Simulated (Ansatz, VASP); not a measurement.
# One calculation of BPd4, two programs

Contents of INCAR:

```
SYSTEM = BPd4
  PREC = Accurate
  ENCUT = 600
  EDIFF = 1E-7
  ISMEAR = 0
  SIGMA = 0.1
  LREAL = .False.
  LASPH = .True.
  NELM = 60
  ALGO = Fast
  ISIF = 3
  LWAVE = .False.
  LCHARG = .False.
  GGA = PE
  IBRION = 2
  NSW = 100
  EDIFFG = -0.01
```

KPOINTS

```
Automatic mesh
0
Gamma
  10 10 10
  0 0 0
```

File POSCAR:

```
BPd4
1.0
   -2.6880927074      2.6880927074      2.6880927074
    2.6880927074     -2.6880927074      2.6880927074
    2.6880927074      2.6880927074     -2.6880927074
B Pd
1 4
Direct
    0.0000000000      0.0000000000      0.0000000000
    0.4317432596      0.4317432596      0.4317432596
    0.5682567404      0.0000000000      0.0000000000
    0.0000000000      0.0000000000      0.5682567404
    0.0000000000      0.5682567404      0.0000000000
```

Input for Ansatz:

```yaml
crystal:
  lattice:
    - [-2.6880927074, 2.6880927074, 2.6880927074]
    - [2.6880927074, -2.6880927074, 2.6880927074]
    - [2.6880927074, 2.6880927074, -2.6880927074]
  atoms:
    - { symbol: B, position: [0.0, 0.0, 0.0] }
    - { symbol: Pd, position: [0.4317432596, 0.4317432596, 0.4317432596] }
    - { symbol: Pd, position: [0.5682567404, 0.0, 0.0] }
    - { symbol: Pd, position: [0.0, 0.0, 0.5682567404] }
    - { symbol: Pd, position: [0.0, 0.5682567404, 0.0] }
basis:
  ecutwfc: 420
kpoints:
  mp_grid: { grid: [10, 10, 10] }
hamiltonian:
  xc: pbe
scf:
  occupations: { method: gaussian, width: 0.1 }
output:
  forces: true
  stress: true
  eigenvalues: true
  write_density: true
  write_potential: true
  elf: true
  volumetric_format: npy
relax:
  adjacent_minimum: "off"
  f_tol: 0.01
  max_steps: 80
  cell: { stress_tol: 0.05 }
```

Change from the starting cell: species swapped into the GeF4 type (I-43m, No. 217).

Alike in both runs: task relaxation of cell and atoms; functional PBE; k mesh 10 × 10 × 10; occupations gaussian, width 0.1 eV; no spin polarisation.

|  | VASP | Ansatz |
| --- | --- | --- |
| version | VASP 6.6.1 | Ansatz 0.2.0 |
| potentials or method | VASP PAW PBE potentials, release 64 (B, Pd), cutoff 600 eV | scalar-relativistic, plane waves, PAW |
| valence electrons in the cell | 43 | 75 |

|  | VASP | Ansatz | Ansatz less VASP |
| --- | --- | --- | --- |
| gap on the k mesh at the Fermi level, each at its own relaxed structure (eV) | none | none | - |
| relaxed volume (Å³/atom) | 15.43 | 15.50 | +0.063 |
| relaxed length of the cell vector where the two differ most in proportion (Å) | 4.645 | 4.652 | +0.0064 |

A gap of «none» marks a metal or a gap that the smearing closes. VASP's potentials hold 43 valence electrons a cell and Ansatz's 75, so a difference there can come from the potentials and not from the codes.
